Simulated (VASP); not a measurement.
# Ti (P6_3/mmc) in VASP: notebook

Ti is run at these levels: revPBE; tasks: single point, relaxation of cell and atoms.

Program: VASP 6.6.1. These are calculated values, not measurements. Logs are shortened: lines on timing, memory, paths and dates and some standing lists are left out, and cuts for length are marked.

## Step 1: The cell of the first run

It takes space group P6_3/mmc (No. 194, hexagonal). The conventional cell has a = 3.069 Å, b = 3.069 Å, c = 9.820 Å, α = 90.00°, β = 90.00°, γ = 120.00°. Within 4.0 Å of Ti (site symmetry -3m) lie 12 Ti at 3.03 to 3.07 Å. Ti (site symmetry -6m2) has 12 Ti at 3.03 to 3.07 Å within 4.0 Å.

## Step 2: Single point, revPBE (volume scaled by 1.12)

Input file INCAR:

```
SYSTEM = Ti
ALGO = Normal
EDIFF = 1E-6
ENCUT = 520
GGA = RE
ISIF = 2
ISMEAR = -1
LASPH = .TRUE.
LCHARG = .FALSE.
LREAL = .FALSE.
LWAVE = .FALSE.
NBANDS = 32
NELM = 80
PREC = Accurate
SIGMA = 0.1
```

Input file KPOINTS:

```
k-points
0
G
  14 14 4
  0 0 0
```

Input file POSCAR:

```
Ti
1.0
    3.0686120011      0.0000000000      0.0000000000
   -1.5343060005      2.6574959473      0.0000000000
    0.0000000000      0.0000000000      9.8196317805
Ti
4
Direct
    0.0000000000      1.0000000000      0.0000000000
    0.0000000000      1.0000000000      0.5000000000
    0.3333333333      0.6666666667      0.2500000000
    0.6666666667      0.3333333333      0.7500000000
```

Potentials or basis: VASP PAW PBE potentials, release 64 (Ti_sv).

Command:

```bash
cat potpaw_PBE.64/Ti_sv/POTCAR > POTCAR
mpirun -np 1 vasp_std > vasp.out
```

OUTCAR:

```text
SYSTEM = Ti
   EDIFF = 1E-6
   ENCUT = 520
   GGA = RE
   ISIF = 2
   ISMEAR = -1
   LASPH = .TRUE.
   LREAL = .FALSE.
   NELM = 80
   PREC = Accurate

 ion  position               nearest neighbor table
   1  0.000  0.000  0.000-
   2  0.000  0.000  0.500-
   3  0.333  0.667  0.250-
   4  0.667  0.333  0.750-

  LATTYP: Found a hexagonal cell.
 ALAT       =     3.0686120011
 C/A-ratio  =     3.2000239121

  Lattice vectors:

 A1 = (   3.0686120011,   0.0000000000,   0.0000000000)
 A2 = (  -1.5343060005,   2.6574959473,   0.0000000000)
 A3 = (   0.0000000000,   0.0000000000,   9.8196317805)

Analysis of symmetry for initial positions (statically):
=====================================================================
 Subroutine PRICEL returns:
 Original cell was already a primitive cell.

 Routine SETGRP: Setting up the symmetry group for a
 hexagonal supercell.

 Subroutine GETGRP returns: Found 24 space group operations
 (whereof 12 operations were pure point group operations)
 out of a pool of 24 trial point group operations.

The static configuration has the point symmetry D_3d.
 The point group associated with its full space group is D_6h.

Analysis of symmetry for dynamics (positions and initial velocities):
=====================================================================
 Subroutine PRICEL returns:
 Original cell was already a primitive cell.

 Routine SETGRP: Setting up the symmetry group for a
 hexagonal supercell.

 Subroutine GETGRP returns: Found 24 space group operations
 (whereof 12 operations were pure point group operations)
 out of a pool of 24 trial point group operations.

The dynamic configuration has the point symmetry D_3d.
 The point group associated with its full space group is D_6h.

 Subroutine INISYM returns: Found 24 space group operations
 (whereof 12 operations are pure point group operations),
 and found     1 'primitive' translations

----------------------------------------------------------------------------------------

                                     Primitive cell

  volume of cell :      80.0774

  direct lattice vectors                    reciprocal lattice vectors
     3.068612001  0.000000000  0.000000000     0.325880235  0.188147041  0.000000000
    -1.534306000  2.657495947  0.000000000     0.000000000  0.376294083  0.000000000
     0.000000000  0.000000000  9.819631780     0.000000000  0.000000000  0.101836812

  length of vectors
     3.068612001  3.068612001  9.819631780     0.376294083  0.376294083  0.101836812

  position of ions in fractional coordinates (direct lattice)
     0.000000000  0.000000000  0.000000000
     0.000000000  0.000000000  0.500000000
     0.333333333  0.666666667  0.250000000
     0.666666667  0.333333333  0.750000000

  ion indices of the primitive-cell ions
   primitive index   ion index
                 1           1
                 2           2
                 3           3
                 4           4

----------------------------------------------------------------------------------------

 KPOINTS: k-points

Automatic generation of k-mesh.
 Grid dimensions read from file:
 generate k-points for:   14   14    4

 Generating k-lattice:

  Cartesian coordinates                     Fractional coordinates (reciprocal lattice)
     0.023277160  0.013439074  0.000000000     0.071428571  0.000000000  0.000000000
     0.000000000  0.026878149  0.000000000     0.000000000  0.071428571  0.000000000
     0.000000000  0.000000000  0.025459203     0.000000000  0.000000000  0.250000000

  Length of vectors
     0.026878149  0.026878149  0.025459203

  Shift w.r.t. Gamma in fractional coordinates (k-lattice)
     0.000000000  0.000000000  0.000000000

 Subroutine IBZKPT returns following result:
 ===========================================

 Found     72 irreducible k-points:

 Following reciprocal coordinates:
            Coordinates               Weight
  0.000000  0.000000  0.000000      1.000000
  0.071429  0.000000  0.000000      6.000000
  0.142857  0.000000  0.000000      6.000000
  0.214286  0.000000  0.000000      6.000000
  0.285714  0.000000  0.000000      6.000000
  0.357143  0.000000  0.000000      6.000000
[... 16 lines left out ...]
  0.285714  0.285714  0.000000      6.000000
  0.357143  0.285714  0.000000      6.000000
 [... further k-points ...]
   k-points           NKPTS =     72   k-points in BZ     NKDIM =     72   number of bands    NBANDS=     32
   number of dos      NEDOS =    301   number of ions     NIONS =      4
   total plane-waves  NPLWV =  46080
   dimension x,y,z NGX =    24 NGY =   24 NGZ =   80
   dimension x,y,z NGXF=    48 NGYF=   48 NGZF=  160
   ions per type =               4
   NGX,Y,Z   is equivalent  to a cutoff of  13.00, 13.00, 13.54 a.u.
   NGXF,Y,Z  is equivalent  to a cutoff of  26.00, 26.00, 27.09 a.u.
 SYSTEM =  Ti
   PREC   = accura    normal or accurate (medium, high low for compatibility)
   ISTART =      0    job   : 0-new  1-cont  2-samecut
   ICHARG =      2    charge: 1-file 2-atom 10-const
   ISPIN  =      1    spin polarized calculation?
   LNONCOLLINEAR =      F non collinear calculations
   LSORBIT =      F    spin-orbit coupling
   LASPH  =      T    aspherical Exc in radial PAW
   ENCUT  =  520.0 eV  38.22 Ry    6.18 a.u.   5.71  5.71 18.26*2*pi/ulx,y,z
   NELM   =     80;   NELMIN=  2; NELMDL= -5     # of ELM steps
   EDIFF  = 0.1E-05   stopping-criterion for ELM
   LREAL  =      F    real-space projection
   EDIFFG = 0.1E-04   stopping-criterion for IOM
   NSW    =      0    number of steps for IOM
   IBRION =     -1    ionic relax: 0-MD 1-quasi-New 2-CG
   NFREE  =      0    steps in history (QN), initial steepest desc. (CG)
   ISIF   =      2    stress and relaxation
   ISYM   =      2    0-nonsym 1-usesym 2-fastsym
   POTIM  = 0.5000    time-step for ionic-motion
   TEBEG  =    0.0;   TEEND  =   0.0 temperature during run
   PSTRESS=    0.0 pullay stress
   NELECT =      48.0000    total number of electrons
   NUPDOWN=      -1.0000    fix difference up-down
   EMIN   =  10.00;   EMAX   =-10.00  energy-range for DOS
   EFERMI =   0.00;   METHOD = LEGACY
   ISMEAR =    -1;   SIGMA  =   0.10  broadening in eV -4-tet -1-fermi 0-gaus
   EFERMI_NEDOS =   21; number of points for ismear=-14 and -15
   IALGO  =     38    algorithm
   IMIX   =      4    mixing-type and parameters
     AMIX     =   0.40;   BMIX     =  1.00
     AMIX_MAG =   1.60;   BMIX_MAG =  1.00
  volume/ion in A,a.u.               =      20.02       135.10
  Fermi-wavevector in a.u.,A,eV,Ry     =   1.380338  2.608460 25.923613  1.905332
  Thomas-Fermi vector in A             =   2.505224
   LORBIT       =      0    0 simple, 1 ext, 2 COOP (PROOUT), +10 PAW based schemes
   GGA     = RE    functional components
   LHFCALC =     F    Hartree Fock is set to
   AEXX    =    0.0000 exact exchange contribution
   IVDW    =     0    specifies the selected vdW correction
   LEPSILON=     F    determine dielectric tensor
   LRPA    =     F    only Hartree local field effects (RPA)
 non-spin polarized calculation
  energy-cutoff  :      520.00
  volume of cell :       80.08
 maximum number of plane-waves:      2176
 NGX is ok and might be reduce to    24
   NGX = 11   NGY = 11   NGZ = 37

 number of electron      47.9999987 magnetization

 Free energy of the ion-electron system (eV)
  ---------------------------------------------------
  ext. energy  EPLUGINS =         0.00000000
  ---------------------------------------------------
  free energy    TOTEN  =       -29.72385203 eV

  energy without entropy =      -29.48925054  energy(sigma->0) =      -29.60655129

 E-fermi :   6.9204     XC(G=0): -10.7666

 val. band max:        6.9151020864   @ k =   0.2143   0.2143   0.0000
 cond. band min:       6.9273541601   @ k =   0.2143   0.2143   0.2500
 fundamental gap:      0.0122520737
 Fermi energy:         6.9204282637

 k-point     1 :       0.0000    0.0000    0.0000
  band No.  band energies     occupation
      1     -50.2103      2.00000
      2     -50.1818      2.00000
      3     -50.1653      2.00000
      4     -50.1365      2.00000
      5     -26.5805      2.00000
      6     -26.3813      2.00000
[... 24 lines left out ...]
     31       7.9580      0.00006
     32       7.9580      0.00006

 k-point     2 :       0.0714    0.0000    0.0000
  band No.  band energies     occupation
      1     -50.2076      2.00000
      2     -50.1798      2.00000
      3     -50.1633      2.00000
      4     -50.1353      2.00000
      5     -26.5737      2.00000
      6     -26.3836      2.00000
[... 24 lines left out ...]
     31       7.9797      0.00005
     32       8.0307      0.00003

 k-point     3 :       0.1429    0.0000    0.0000
  band No.  band energies     occupation
      1     -50.1997      2.00000
      2     -50.1742      2.00000
      3     -50.1577      2.00000
      4     -50.1320      2.00000
      5     -26.5539      2.00000
      6     -26.3937      2.00000
[... 24 lines left out ...]
     31       8.1616      0.00001
     32       8.2408      0.00000

 k-point     4 :       0.2143    0.0000    0.0000
  band No.  band energies     occupation
      1     -50.1880      2.00000
      2     -50.1661      2.00000
      3     -50.1496      2.00000
      4     -50.1276      2.00000
      5     -26.5239      2.00000
      6     -26.4195      2.00000
[... 24 lines left out ...]
     31       8.3393      0.00000
     32       8.4084      0.00000

 k-point     5 :       0.2857    0.0000    0.0000
  band No.  band energies     occupation
      1     -50.1744      2.00000
      2     -50.1571      2.00000
      3     -50.1406      2.00000
      4     -50.1232      2.00000
      5     -26.4905      2.00000
      6     -26.4634      2.00000
[... 584 lines left out ...]
     31       8.8999      0.00000
     32       9.0655      0.00000

 k-point    22 :       0.3571    0.2143    0.0000
  band No.  band energies     occupation
      1     -50.1411      2.00000
      2     -50.1383      2.00000
      3     -50.1219      2.00000
      4     -50.1190      2.00000
      5     -26.5206      2.00000
      6     -26.4773      2.00000
[... 24 lines left out ...]
     31       8.8199      0.00000
     32       9.3804      0.00000

 k-point    23 :       0.2857    0.2857    0.0000
  band No.  band energies     occupation
      1     -50.1401      2.00000
      2     -50.1378      2.00000
      3     -50.1214      2.00000
      4     -50.1191      2.00000
      5     -26.5060      2.00000
      6     -26.4578      2.00000
[... 24 lines left out ...]
     31       9.0026      0.00000
     32       9.1558      0.00000

 k-point    24 :       0.3571    0.2857    0.0000
  band No.  band energies     occupation
      1     -50.1371      2.00000
      2     -50.1366      2.00000
      3     -50.1202      2.00000
      4     -50.1197      2.00000
      5     -26.5010      2.00000
      6     -26.4475      2.00000
[... 24 lines left out ...]
     31       9.0005      0.00000
     32       9.2137      0.00000

 [... further k-points ...]
[... 5 lines left out ...]
  --------------------------------------------------------------------------------------
  -------------------------------------------------------------------------------------
  Total       -4.8941738     -4.8941738     -4.8410876     -0.0000000      0.0000000     -0.0000000
  in kB      -97.9219777    -97.9219777    -96.8598357     -0.0000000      0.0000000     -0.0000000
  external PRESSURE =     -97.5679304 kB  Pullay stress =       0.0000000 kB

 VOLUME and BASIS-vectors are now :
 -----------------------------------------------------------------------------
  energy-cutoff  :      520.00
  volume of cell :       80.08
      direct lattice vectors                 reciprocal lattice vectors
     3.068612001  0.000000000  0.000000000     0.325880235  0.188147041  0.000000000
    -1.534306000  2.657495947  0.000000000     0.000000000  0.376294083  0.000000000
     0.000000000  0.000000000  9.819631780     0.000000000  0.000000000  0.101836812

 POSITION                                       TOTAL-FORCE (eV/Angst)
 -----------------------------------------------------------------------------------
      0.00000      0.00000      0.00000        -0.000000      0.000000     -0.000000
      0.00000      0.00000      4.90982        -0.000000      0.000000     -0.000000
     -0.00000      1.77166      2.45491         0.000000     -0.000000      0.000000
      1.53431      0.88583      7.36472        -0.000000      0.000000      0.000000
 -----------------------------------------------------------------------------------
    total drift:                               -0.000000      0.000000     -0.000000

  FREE ENERGIE OF THE ION-ELECTRON SYSTEM (eV)
  ---------------------------------------------------
  free  energy   TOTEN  =       -29.7238520346 eV

  energy  without entropy=      -29.4892505374  energy(sigma->0) =      -29.60655129
```

Run time: 2.9 min. Hardware: 1 thread of Intel Xeon 6975P-C, shared host; peak memory 0.28 GiB.

What came out:

```
Free energy            : -29.7239 eV
Pressure               : -9.8 GPa
Band gap on the k mesh : zero (band 24 reaches 7.58 eV, above the bottom of band 25 at 6.61 eV)
```

Levels at points of the mesh, in eV from the Fermi level:
```
           k point  band 22  band 23  band 24  band 25  band 26  band 27
(0.00, 0.00, 0.00)     0.14     0.45     0.62     0.62     0.67     0.67
(0.50, 0.00, 0.00)    -1.00    -0.88    -0.19     0.12     0.58     0.94
(0.00, 0.00, 0.50)     0.05     0.59     0.59     0.73     0.73     0.73
(0.50, 0.00, 0.50)    -1.20    -0.30    -0.30     0.60     0.60     0.85
```

Caveat: the cell differs from its parent crystal (volume scaled by 1.12); the PAW data sets were made with another functional, which shifts forces and pressure a little.

## Step 3: Single point, revPBE

This run uses another cell than the first one, of 17.87 Å³/atom, 0.893 times its volume.

Input file INCAR:

```
PREC = Accurate ; ENCUT = 520
EDIFF = 1E-6 ; ISMEAR = -1
SIGMA = 0.1 ; LREAL = False
LASPH = True ; NELM = 60
ALGO = Normal ; ISIF = 2
LWAVE = False ; LCHARG = True
GGA = RE ; LELF = True
LVHAR = True ; NBANDS = 32
```

Input file KPOINTS:

```
Automatic mesh
0
Gamma
  16 16 5
```

Input file POSCAR:

```
Ti
1.0
    2.9548536223      0.0000000000      0.0000000000
   -1.4774268111      2.5589783014      0.0000000000
    0.0000000000      0.0000000000      9.4556022481
Ti
4
Direct
    0.0000000000      1.0000000000      0.0000000000
    0.0000000000      1.0000000000      0.5000000000
    0.3333333333      0.6666666667      0.2500000000
    0.6666666667      0.3333333333      0.7500000000
```

Potentials or basis: VASP PAW PBE potentials, release 64 (Ti_sv).

Command:

```bash
cat potpaw_PBE.64/Ti_sv/POTCAR > POTCAR
mpirun -np 1 vasp_std > vasp.out
```

Wall time 3.2 min (1 thread of Intel Xeon 6975P-C, shared host); peak memory 0.29 GiB.

Results (log left out):

| Item | Value |
| --- | --- |
| Free energy | -30.0122 eV |
| Pressure | -0.2 GPa |
| Band gap on the k mesh | zero (band 24 reaches 8.77 eV, above the bottom of band 25 at 7.66 eV) |

Levels at points of the mesh, in eV from the Fermi level:
| k point | band 20 | band 21 | band 22 | band 23 | band 24 | band 25 | band 26 | band 27 | band 28 | band 29 |
| --- | --- | --- | --- | --- | --- | --- | --- | --- | --- | --- |
| (0.00, 0.00, 0.00) | -2.54 | 0.11 | 0.14 | 0.68 | 0.68 | 0.68 | 0.74 | 0.74 | 0.92 | 1.05 |
| (0.50, 0.00, 0.00) | -1.82 | -1.27 | -1.16 | -1.01 | -0.13 | 0.10 | 0.62 | 1.08 | 1.33 | 1.80 |

Caveat: the PAW data sets were made with another functional, which shifts forces and pressure a little.

## Step 4: Relaxation of cell and atoms, revPBE

This run uses another cell than the first one, of 17.66 Å³/atom, 0.882 times its volume.

Input file INCAR:

```
SYSTEM = Ti
ALGO = Normal ; EDIFF = 1E-6
EDIFFG = -0.01 ; ENCUT = 600
GGA = RE ; IBRION = 2
ISIF = 3 ; ISMEAR = -1
LASPH = .True. ; LCHARG = .False.
LREAL = .False. ; LWAVE = .False.
NELM = 60 ; NSW = 80
PREC = Accurate ; SIGMA = 0.1
```

Input file KPOINTS:

```
k-points
0
Gamma
  12 12 4
  0 0 0
```

Input file POSCAR:

```
Ti
1.0
    2.9229395509      0.0000000000      0.0000000000
   -1.4614697754      2.5313399048      0.0000000000
    0.0000000000      0.0000000000      9.5463205732
Ti
4
Direct
    0.0000000000      0.0000000000      0.0000000000
    0.0000000000      0.0000000000      0.5000000000
    0.3333333333      0.6666666667      0.2500000000
    0.6666666667      0.3333333333      0.7500000000
```

Command:

```bash
cat potpaw_PBE.64/Ti_sv/POTCAR > POTCAR
mpirun -np 1 vasp_std > vasp.out
```

It took 7 min on 1 thread of Intel Xeon 6975P-C, shared host; peak memory 0.27 GiB.

The run converged. Its results:

```
Free energy                            : -30.0117 eV
Relaxed volume                         : 17.83 Å³/atom
Relaxed cell                           : a = 2.952 Å, b = 2.952 Å, c = 9.451 Å, α = 90.00°, β = 90.00°, γ = 120.00°
Space group after relaxing (to 0.05 Å) : P6_3/mmc (No. 194)
Energy gained by relaxing              : 2.3 meV/atom
Ionic steps                            : 5
Pressure after relaxing                : 0.0 GPa
Band gap on the k mesh                 : zero (band 24 reaches 8.78 eV, above the bottom of band 25 at 7.69 eV)
```

Step by step:
```tsv
step	energy change (eV)	largest force (eV/Å)	pressure (GPa)	volume (Å³)
1	0.0000	0.0000	1.07	70.63
2	-0.0070	0.0000	-0.74	71.84
3	-0.0071	0.0000	-0.50	71.69
4	-0.0092	0.0000	-0.04	71.38
5	-0.0093	0.0000	-0.02	71.34
```

Final structure:
```xyz
4
Lattice="2.9524 0.0000 0.0000 -1.4762 2.5568 0.0000 0.0000 0.0000 9.4505" Properties=species:S:1:pos:R:3 pbc="T T T"
Ti    0.0000    0.0000    0.0000
Ti   -1.4762    2.5568    4.7253
Ti    0.0000    1.7046    2.3626
Ti    1.4762    0.8523    7.0879
```

Levels at points of the mesh, in eV from the Fermi level:
```
           k point  band 21  band 22  band 23  band 24  band 25  band 26  band 27  band 28
(0.00, 0.00, 0.00)     0.11     0.14     0.68     0.68     0.68     0.74     0.74     0.92
(0.50, 0.00, 0.00)    -1.27    -1.16    -1.01    -0.13     0.10     0.62     1.08     1.33
(0.00, 0.00, 0.50)     0.14     0.14     0.64     0.64     0.81     0.81     0.81     0.81
(0.50, 0.00, 0.50)    -1.42    -1.42    -0.24    -0.24     0.69     0.69     0.94     0.94
```

Caveat: the PAW data sets were made with another functional, which shifts forces and pressure a little.

## Step 5: Summary

| task | cell | k mesh | cutoff (eV) | gap on the mesh (eV) | pressure (GPa) |
| --- | --- | --- | --- | --- | --- |
| single point | a = 3.069, b = 3.069, c = 9.820 Å, angles 90.0, 90.0, 120.0°, 4 atoms | 14 × 14 × 4 | 520 | none | -9.8 |
| single point | a = 2.955, b = 2.955, c = 9.456 Å, angles 90.0, 90.0, 120.0°, 4 atoms | 16 × 16 × 5 | 520 | none | -0.2 |
| relaxation of cell and atoms | relaxed from a = 2.923, b = 2.923, c = 9.546 Å, angles 90.0, 90.0, 120.0°, 4 atoms | 12 × 12 × 4 | 600 | none | 0.0 |

Alike in all rows: level revPBE; potentials or basis VASP PAW PBE potentials, release 64 (Ti_sv); no spin polarisation; smearing fermi-dirac 0.1 eV.

Caveats: the PAW data sets were made with another functional, which shifts forces and pressure a little.

Total energies depend on the potentials used, so only differences within one code and one set of settings carry meaning.
